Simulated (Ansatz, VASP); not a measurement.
**InO in VASP and in Ansatz**

```
In O
1.0
     3.39790    0.00000    0.00000
    -1.69895    2.94267    0.00000
     0.00000    0.00000   16.40202
In O
2 2
Cartesian
  1.6990 0.9809 9.6775
  1.6990 0.9809 6.7245
  0.0000 0.0000 10.4951
  0.0000 0.0000 5.9069
```

Alike in both runs: task single point; functional PBE; k mesh 12 × 12 × 4; occupations gaussian, width 0.03 eV; no spin polarisation.

```csv
,VASP,Ansatz
version,VASP 6.6.1,Ansatz 0.2.0
potentials or method,"VASP PAW PBE potentials, release 64 (In_d, O), cutoff 520 eV","scalar-relativistic, plane waves, PAW"
valence electrons in the cell,38,38
```

|  | VASP | Ansatz | Ansatz less VASP |
| --- | --- | --- | --- |
| gap on the k mesh at the Fermi level (eV) | 0.21 | 0.22 | +0.009 |
| least direct gap on the mesh (eV) | 1.16 | 1.17 | +0.011 |
| rms of the force components (eV/Å) | 0.187 | 0.171 | -0.0157 |

Atom by atom the forces differ by 0.021 eV/Å (rms over components). The functional is the same, so the differences come from potentials, cutoffs and numerics.
